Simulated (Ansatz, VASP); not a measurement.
Two plane-wave programs on Bi2Se3

INCAR

```
SYSTEM = Bi2Se3
PREC = Accurate
ENCUT = 520
EDIFF = 1E-6
ISMEAR = -1
SIGMA = 0.05
LREAL = .FALSE.
LASPH = .TRUE.
NELM = 60
ALGO = Normal
ISIF = 2
LWAVE = .FALSE.
LCHARG = .FALSE.
GGA = CA
NBANDS = 32
```

File KPOINTS:

```
regular mesh
0
G
  8 8 8
  0 0 0
```

Contents of POSCAR:

```
Bi2Se3
1.0
    2.0715000000      1.1959810826      9.5453333333
   -2.0715000000      1.1959810826      9.5453333333
    0.0000000000     -2.3919621653      9.5453333333
Bi Se
2 3
Direct
    0.5992000000      0.5992000000      0.5992000000
    0.4008000000      0.4008000000      0.4008000000
    0.7883000000      0.7883000000      0.7883000000
    0.2117000000      0.2117000000      0.2117000000
    0.0000000000      0.0000000000      0.0000000000
```

input.yaml

```yaml
crystal:
  lattice:
    - [2.0715, 1.1959810826, 9.5453333333]
    - [-2.0715, 1.1959810826, 9.5453333333]
    - [0.0, -2.3919621653, 9.5453333333]
  atoms:
    - { symbol: Bi, position: [0.5992, 0.5992, 0.5992] }
    - { symbol: Bi, position: [0.4008, 0.4008, 0.4008] }
    - { symbol: Se, position: [0.7883, 0.7883, 0.7883] }
    - { symbol: Se, position: [0.2117, 0.2117, 0.2117] }
    - { symbol: Se, position: [0.0, 0.0, 0.0] }
hamiltonian:
  xc: lda
  pseudopotentials: { kind: paw, xc_functional: lda, accuracy: standard }
kpoints:
  mp_grid: { grid: [8, 8, 8] }
  band_path:
    path:
      - [[0.0, 0.0, 0.0], [0.5, 0.0, 0.0], [0.5, 0.1771325325, -0.1771325325]]
      - [[0.8228674675, 0.5, 0.1771325325], [0.5, 0.5, 0.5], [0.0, 0.0, 0.0], [0.3385662663, 0.0, -0.3385662663]]
      - [[0.6614337337, 0.3385662663, 0.0], [0.5, 0.5, 0.0], [0.6614337337, 0.6614337337, 0.1771325325], [0.5, 0.5, 0.5]]
      - [[0.5, 0.0, 0.0], [0.8228674675, 0.3385662663, 0.3385662663]]
    npoints: 14
scf:
  occupations: { method: fermi_dirac, width: 0.05 }
  n_extra_bands: 12
output:
  forces: true
  stress: true
  eigenvalues: true
  fatbands: false
```

Alike in both runs: functional LDA; k mesh 8 × 8 × 8; occupations fermi-dirac, width 0.05 eV; no spin polarisation.

|  | VASP | Ansatz |
| --- | --- | --- |
| version | VASP 6.6.1 | Ansatz 0.2.0 |
| potentials or method | VASP PAW LDA potentials, release 64 (Bi_d, Se) | JTH PAW LDA |
| plane-wave cutoff (eV) | 520 | 1800 |
| valence electrons in the cell | 48 | 48 |
| task | single point | band structure |

|  | VASP | Ansatz | Ansatz less VASP |
| --- | --- | --- | --- |
| gap on the k mesh at the Fermi level (eV) | 0.09 | 0.10 | +0.007 |
| least direct gap on the mesh (eV) | 0.09 | 0.10 | +0.007 |
| pressure (GPa) | -1.7 | -1.9 | -0.21 |
| traceless stress, the component that is largest in VASP (GPa) | -0.08 | -0.08 | +0.005 |
| rms of the force components (eV/Å) | 0.050 | 0.044 | -0.0064 |

LDA's correlation is that of Perdew and Zunger in VASP and of Perdew and Wang (1992) in Ansatz. Atom by atom the forces differ by 0.013 eV/Å (rms over components).

Spin-orbit coupling is off throughout.
